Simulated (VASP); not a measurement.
# MgO (zincblende type) (F-43m) in VASP: a series of runs, part 2 of 2

VASP 6.6.1. The steps go on from the part before.

## 3. Electric field gradients, PBE (volume scaled by 0.9405)

INCAR reads:

```
SYSTEM = MgO
  ALGO = Normal
  EDIFF = 1E-8
  ENCUT = 520
  GGA = PE
  ISIF = 2
  ISMEAR = -1
  LASPH = .TRUE.
  LCHARG = .FALSE.
  LEFG = .TRUE.
  LREAL = .FALSE.
  LWAVE = .FALSE.
  NBANDS = 11
  NELM = 100
  PREC = Accurate
  SIGMA = 0.08
```

KPOINTS reads:

```
k-points
0
G
  13 13 13
  0 0 0
```

POSCAR reads:

```
MgO
1.0
    0.0000000000      2.2592223707      2.2592223707
    2.2592223707      0.0000000000      2.2592223707
    2.2592223707      2.2592223707      0.0000000000
Mg O
1 1
Direct
    0.0000000000      0.0000000000      0.0000000000
    0.2500000000      0.2500000000      0.2500000000
```

Potentials or basis: VASP PAW PBE potentials, release 64 (Mg, O).

The run is started by

```sh
$ cat potpaw_PBE.64/Mg/POTCAR potpaw_PBE.64/O/POTCAR > POTCAR
$ mpirun -np 1 vasp_std > vasp.out
```

OUTCAR:

```text
SYSTEM = MgO
   EDIFF = 1E-8
   ENCUT = 520
   GGA = PE
   ISIF = 2
   ISMEAR = -1
   LASPH = .TRUE.
   LREAL = .FALSE.
   NELM = 100
   PREC = Accurate

 ion  position               nearest neighbor table
   1  0.000  0.000  0.000-   2 1.96   2 1.96   2 1.96   2 1.96
   2  0.250  0.250  0.250-   1 1.96   1 1.96   1 1.96   1 1.96

  LATTYP: Found a face centered cubic cell.
 ALAT       =     4.5184447414

  Lattice vectors:

 A1 = (   0.0000000000,   2.2592223707,   2.2592223707)
 A2 = (   2.2592223707,   0.0000000000,   2.2592223707)
 A3 = (   2.2592223707,   2.2592223707,   0.0000000000)

Analysis of symmetry for initial positions (statically):
=====================================================================
 Subroutine PRICEL returns:
 Original cell was already a primitive cell.

 Routine SETGRP: Setting up the symmetry group for a
 face centered cubic supercell.

 Subroutine GETGRP returns: Found 24 space group operations
 (whereof 24 operations were pure point group operations)
 out of a pool of 48 trial point group operations.

The static configuration has the point symmetry T_d .

Analysis of symmetry for dynamics (positions and initial velocities):
=====================================================================
 Subroutine PRICEL returns:
 Original cell was already a primitive cell.

 Routine SETGRP: Setting up the symmetry group for a
 face centered cubic supercell.

 Subroutine GETGRP returns: Found 24 space group operations
 (whereof 24 operations were pure point group operations)
 out of a pool of 48 trial point group operations.

The dynamic configuration has the point symmetry T_d .

 Subroutine INISYM returns: Found 24 space group operations
 (whereof 24 operations are pure point group operations),
 and found     1 'primitive' translations

----------------------------------------------------------------------------------------

                                     Primitive cell

  volume of cell :      23.0625

  direct lattice vectors                    reciprocal lattice vectors
     0.000000000  2.259222371  2.259222371    -0.221315089  0.221315089  0.221315089
     2.259222371  0.000000000  2.259222371     0.221315089 -0.221315089  0.221315089
     2.259222371  2.259222371  0.000000000     0.221315089  0.221315089 -0.221315089

  length of vectors
     3.195022917  3.195022917  3.195022917     0.383328979  0.383328979  0.383328979

  position of ions in fractional coordinates (direct lattice)
     0.000000000  0.000000000  0.000000000
     0.250000000  0.250000000  0.250000000

  ion indices of the primitive-cell ions
   primitive index   ion index
                 1           1
                 2           2

----------------------------------------------------------------------------------------

 KPOINTS: k-points

Automatic generation of k-mesh.
 Grid dimensions read from file:
 generate k-points for:   13   13   13

[... 78 lines left out ...]
   ISMEAR =    -1;   SIGMA  =   0.08  broadening in eV -4-tet -1-fermi 0-gaus
   EFERMI_NEDOS =   21; number of points for ismear=-14 and -15
   IALGO  =     38    algorithm
   IMIX   =      4    mixing-type and parameters
     AMIX     =   0.40;   BMIX     =  1.00
     AMIX_MAG =   1.60;   BMIX_MAG =  1.00
  volume/ion in A,a.u.               =      11.53        77.82
  Fermi-wavevector in a.u.,A,eV,Ry     =   1.150277  2.173709 18.002381  1.323138
  Thomas-Fermi vector in A             =   2.286942
   LORBIT       =      0    0 simple, 1 ext, 2 COOP (PROOUT), +10 PAW based schemes
   GGA     = PE    functional components
   LHFCALC =     F    Hartree Fock is set to
   AEXX    =    0.0000 exact exchange contribution
   IVDW    =     0    specifies the selected vdW correction
   LEPSILON=     F    determine dielectric tensor
   LRPA    =     F    only Hartree local field effects (RPA)
 non-spin polarized calculation
  energy-cutoff  :      520.00
  volume of cell :       23.06
 maximum number of plane-waves:       632
   NGX = 11   NGY = 11   NGZ = 11

 number of electron       8.0000006 magnetization

 Free energy of the ion-electron system (eV)
  ---------------------------------------------------
  ext. energy  EPLUGINS =         0.00000000
  ---------------------------------------------------
  free energy    TOTEN  =       -11.66841760 eV

  energy without entropy =      -11.66841760  energy(sigma->0) =      -11.66841760

 E-fermi :   2.8035     XC(G=0):  -9.8507

 val. band max:        0.9457297815   @ k =  -0.0769   0.0769   0.0000
 cond. band min:       4.7605677558   @ k =   0.0000   0.0000   0.0000
 fundamental gap:      3.8148379743
 Fermi energy:         2.8034861306

 k-point     1 :       0.0000    0.0000    0.0000
  band No.  band energies     occupation
      1     -15.0431      2.00000
      2       0.9455      2.00000
      3       0.9455      2.00000
      4       0.9455      2.00000
      5       4.7606      0.00000
      6      18.0953      0.00000
      7      18.0953      0.00000
      8      18.0953      0.00000
      9      21.5538      0.00000
     10      21.5541      0.00000
     11      21.7005      0.00000
[... 309 lines left out ...]
 k-point    24 :       0.4615    0.1538    0.0000
  band No.  band energies     occupation
      1     -14.3224      2.00000
      2      -1.7922      2.00000
      3       0.3734      2.00000
      4       0.6138      2.00000
      5       9.2433      0.00000
      6      11.7741      0.00000
      7      15.1289      0.00000
      8      16.4423      0.00000
      9      20.3224      0.00000
     10      23.5567      0.00000
     11      23.6628      0.00000

 [... further k-points ...]

------------------------ aborting loop because EDIFF is reached ----------------------------------------

  FORCE on cell =-STRESS in cart. coord.  units (eV):
  Direction    XX          YY          ZZ          XY          YZ          ZX
  --------------------------------------------------------------------------------------
  -------------------------------------------------------------------------------------
  Total        1.1012319      1.1012319      1.1012319      0.0000000      0.0000000      0.0000000
  in kB       76.5037000     76.5037000     76.5037000      0.0000000      0.0000000      0.0000000
  external PRESSURE =      76.5037000 kB  Pullay stress =       0.0000000 kB

 VOLUME and BASIS-vectors are now :
 -----------------------------------------------------------------------------
  energy-cutoff  :      520.00
  volume of cell :       23.06
      direct lattice vectors                 reciprocal lattice vectors
     0.000000000  2.259222371  2.259222371    -0.221315089  0.221315089  0.221315089
     2.259222371  0.000000000  2.259222371     0.221315089 -0.221315089  0.221315089
     2.259222371  2.259222371  0.000000000     0.221315089  0.221315089 -0.221315089

 POSITION                                       TOTAL-FORCE (eV/Angst)
 -----------------------------------------------------------------------------------
      0.00000      0.00000      0.00000         0.000000     -0.000000      0.000000
      1.12961      1.12961      1.12961        -0.000000      0.000000     -0.000000
 -----------------------------------------------------------------------------------
    total drift:                               -0.000001     -0.000001     -0.000001

  FREE ENERGIE OF THE ION-ELECTRON SYSTEM (eV)
  ---------------------------------------------------
  free  energy   TOTEN  =       -11.6684175976 eV

  energy  without entropy=      -11.6684175976  energy(sigma->0) =      -11.66841760

 Electric field gradients (V/A^2)
---------------------------------------------------------------------
 ion       V_xx      V_yy      V_zz      V_xy      V_xz      V_yz
---------------------------------------------------------------------
   1       0.000    -0.000    -0.000    -0.000    -0.000    -0.000
   2      -0.000    -0.000     0.000     0.002     0.002     0.002
---------------------------------------------------------------------

 Electric field gradients after diagonalization (V/A^2)
 (convention: |V_zz| > |V_xx| > |V_yy|)
----------------------------------------------------------------------
 ion       V_xx      V_yy      V_zz     asymmetry (V_yy - V_xx)/ V_zz
----------------------------------------------------------------------
   1       0.000     0.000    -0.000       0.000
   2      -0.002    -0.002     0.003       0.000
----------------------------------------------------------------------

           NMR quadrupolar parameters

 Cq : quadrupolar parameter    Cq=e*Q*V_zz/h
 eta: asymmetry parameters     (V_yy - V_xx)/ V_zz
 Q  : nuclear electric quadrupole moment in mb (millibarn)
----------------------------------------------------------------------
 ion       Cq(MHz)       eta       Q (mb)
----------------------------------------------------------------------
   1      -0.000       0.000       1.000
   2       0.000       0.000       1.000
----------------------------------------------------------------------
```

OSZICAR:

```text
N       E                     dE             d eps       ncg     rms          rms(c)
DAV:   1     0.146573868147E+02    0.14657E+02   -0.44981E+03  2104   0.637E+02
DAV:   2    -0.131431291043E+02   -0.27801E+02   -0.27040E+02  2149   0.133E+02
DAV:   3    -0.138628126314E+02   -0.71968E+00   -0.71891E+00  2275   0.190E+01
DAV:   4    -0.138649602200E+02   -0.21476E-02   -0.21475E-02  2034   0.120E+00
DAV:   5    -0.138649691929E+02   -0.89729E-05   -0.89729E-05  2204   0.754E-02    0.838E+00
DAV:   6    -0.116977514529E+02    0.21672E+01   -0.13350E+01  2049   0.192E+01    0.270E+00
DAV:   7    -0.116732352946E+02    0.24516E-01   -0.99166E-02  1986   0.255E+00    0.153E+00
DAV:   8    -0.116692232888E+02    0.40120E-02   -0.44392E-02  1980   0.235E+00    0.345E-01
DAV:   9    -0.116685507255E+02    0.67256E-03   -0.64256E-04  2187   0.177E-01    0.237E-01
DAV:  10    -0.116684090262E+02    0.14170E-03   -0.17486E-03  1992   0.304E-01    0.117E-02
DAV:  11    -0.116684168433E+02   -0.78171E-05   -0.14854E-05  2145   0.265E-02    0.100E-02
DAV:  12    -0.116684175714E+02   -0.72813E-06   -0.27857E-06  2064   0.126E-02    0.912E-04
DAV:  13    -0.116684175995E+02   -0.28026E-07   -0.20383E-07  2046   0.263E-03    0.576E-04
DAV:  14    -0.116684175976E+02    0.18499E-08   -0.10531E-08  1418   0.670E-04
   1 F= -.11668418E+02 E0= -.11668418E+02  d E =-.346053E-10
```

stdout:

```text
POSCAR found type information on POSCAR MgO
 POSCAR found :  2 types and       2 ions
 scaLAPACK will be used
 LDA part: xc-table for (Slater+PW92), standard interpolation
 POSCAR, INCAR and KPOINTS ok, starting setup
 FFT: planning ... GRIDC
 FFT: planning ... GRID_SOFT
 FFT: planning ... GRID
 WAVECAR not read
 entering main loop
ion   1

ion   2
```

Run time: 6.3 s. Hardware: 1 thread of Intel Xeon 6975P-C (Granite Rapids), shared host; peak memory 0.15 GiB.

What came out:

```
Free energy            : -11.6684 eV
Pressure               : 7.7 GPa
Band gap on the k mesh : 3.81 eV, direct
```

Caveat: without QUAD_EFG the Cq values of the log hold for a quadrupole moment of 1 mb, not for the nuclei.
